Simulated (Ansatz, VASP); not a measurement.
**Two plane-wave programs on SnSe2**

```xyz
3
Lattice="3.8251 0.0000 0.0000 -1.9126 3.3126 0.0000 0.0000 0.0000 32.3737" Properties=species:S:1:pos:R:3 pbc="T T T"
Se    1.9126    1.1042   14.5865
Se    0.0000    2.2084   17.7872
Sn    0.0000    0.0000   16.1869
```

Alike in both runs: functional PBE; dispersion D3(BJ); k mesh 9 × 9 × 1; occupations gaussian, width 0.02 eV; no spin polarisation.

Ansatz relaxed the structure, and its values are those at the end. VASP's run is a single point on that final structure, the one shown.

|  | VASP | Ansatz |
| --- | --- | --- |
| version | VASP 6.6.1 | Ansatz 0.2.0 |
| potentials or method | VASP PAW PBE potentials, release 64 (Se, Sn_d), cutoff 520 eV | scalar-relativistic, plane waves, PAW |
| valence electrons in the cell | 26 | 46 |

VASP gave:

| Item | Value |
| --- | --- |
| gap on the k mesh at the Fermi level (eV) | 0.82 |
| least direct gap on the mesh (eV) | 1.16 |
| rms of the force components (eV/Å) | 0.006 |

Problem. Estimate Ansatz's values.

Solution. gap on the k mesh at the Fermi level (eV): 0.82; least direct gap on the mesh (eV): 1.16; rms of the force components (eV/Å): 0.000.

VASP's potentials hold 26 valence electrons a cell and Ansatz's 46, so a difference there can come from the potentials and not from the codes.
